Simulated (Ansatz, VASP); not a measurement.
**One calculation of ZrSe2, two programs**

File POSCAR:

```
ZrSe2
1.0
    3.7881123196      0.0000000000      0.0000000000
   -1.8940561598      3.2806015011      0.0000000000
    0.0000000000      0.0000000000      6.1800627021
Zr Se
1 2
Direct
    0.0000000000      0.0000000000      0.0000000000
    0.3333333333      0.6666666667      0.2538098226
    0.6666666667      0.3333333333      0.7461901774
```

The input INCAR.step1:

```
SYSTEM = ZrSe2
PREC = Accurate ; ENCUT = 400
EDIFF = 1E-5 ; ISMEAR = 0
SIGMA = 0.01 ; LREAL = .FALSE.
LASPH = .TRUE. ; NELM = 120
ALGO = Normal ; ISIF = 2
LWAVE = .TRUE. ; LCHARG = .FALSE.
NBANDS = 19 ; GGA = PE
GGA_COMPAT = .FALSE.
```

Contents of INCAR.step2:

```
SYSTEM = ZrSe2
PREC = Accurate ; ENCUT = 400
EDIFF = 1E-6 ; ISMEAR = 0
SIGMA = 0.01 ; LREAL = .FALSE.
LASPH = .TRUE. ; NELM = 120
ALGO = Normal ; ISIF = 2
LWAVE = .FALSE. ; LCHARG = .FALSE.
GGA = PE ; LHFCALC = .TRUE.
HFSCREEN = 0.2079 ; PRECFOCK = Normal
NBANDS = 19 ; ISTART = 1
GGA_COMPAT = .FALSE.
```

File KPOINTS:

```
Automatic mesh
0
G
  6 6 2
  0 0 0
```

Input for Ansatz:

```yaml
crystal:
  lattice:
    - [3.7881123196, 0.0, 0.0]
    - [-1.8940561598, 3.2806015011, 0.0]
    - [0.0, 0.0, 6.1800627021]
  atoms:
    - { symbol: Zr, position: [0.0, 0.0, 0.0] }
    - { symbol: Se, position: [0.3333333333, 0.6666666667, 0.2538098226] }
    - { symbol: Se, position: [0.6666666667, 0.3333333333, 0.7461901774] }
kpoints:
  mp_grid: { grid: [6, 6, 2] }
hamiltonian:
  xc: hse06
scf:
  occupations: { method: fixed }
  n_extra_bands: 4
  exx: { ecutfock_ratio: 1 }
output:
  forces: true
  stress: true
  eigenvalues: true
```

Alike in both runs: task single point; functional HSE06; k mesh 6 × 6 × 2; no spin polarisation.

|  | VASP | Ansatz |
| --- | --- | --- |
| version | VASP 6.6.1 | Ansatz 0.2.0 |
| potentials or method | VASP PAW PBE potentials, release 64 (Zr_sv, Se) | plane waves |
| plane-wave cutoff (eV) | 400 | 420 |
| occupations | gaussian, width 0.01 eV | fixed |
| valence electrons in the cell | 24 | 44 |

```csv
,VASP,Ansatz,Ansatz less VASP
gap on the k mesh at the Fermi level (eV),0.97,0.96,-0.011
pressure (GPa),0.2,0.4,+0.18
"traceless stress, the component that is largest in VASP (GPa)",0.30,0.33,+0.031
rms of the force components (eV/Å),0.075,0.067,-0.0078
```

Atom by atom the forces differ by 0.008 eV/Å (rms over components). VASP's potentials hold 24 valence electrons a cell and Ansatz's 44, so a difference there can come from the potentials and not from the codes. Ansatz's warnings: stress exchange threshold loose, stress scf threshold loose.

The k mesh is coarse, so the values compare programs but aren't converged.
